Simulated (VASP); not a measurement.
Here is a VASP 6.6.1 calculation.

The input INCAR:

```
SYSTEM = Au
  PREC = Accurate
  ENCUT = 520
  EDIFF = 1E-6
  ISMEAR = -1
  SIGMA = 0.05
  LREAL = .False.
  LASPH = .True.
  NELM = 80
  ALGO = Normal
  ISIF = 2
  LWAVE = .False.
  LCHARG = .False.
  LDIPOL = .True.
  IDIPOL = 3
  DIPOL = 0.5 0.5 0.500
  GGA = PE
  NBANDS = 36
```

File KPOINTS:

```
regular mesh
0
Gamma
  12 12 1
  0 0 0
```

File POSCAR:

```
Au
1.0
    2.9400990585      0.0000000000      0.0000000000
    0.0000000000      2.9400990585      0.0000000000
    0.0000000000      0.0000000000     21.3159000000
Au
5
Direct
    0.0000000000      0.0000000000      0.3063907522
    0.5000000000      0.5000000000      0.4024338253
    0.0000000000      0.0000000000      0.5000000007
    0.5000000000      0.5000000000      0.5975661752
    0.0000000000      0.0000000000      0.6936092466
```

Potentials or basis: VASP PAW PBE potentials, release 64 (Au).

Command:

```bash
$ cat potpaw_PBE.64/Au/POTCAR > POTCAR
$ mpirun -np 1 vasp_std > vasp.out
```

(1) Predict the largest force.

Answers

(1) 0.009 eV/Å.
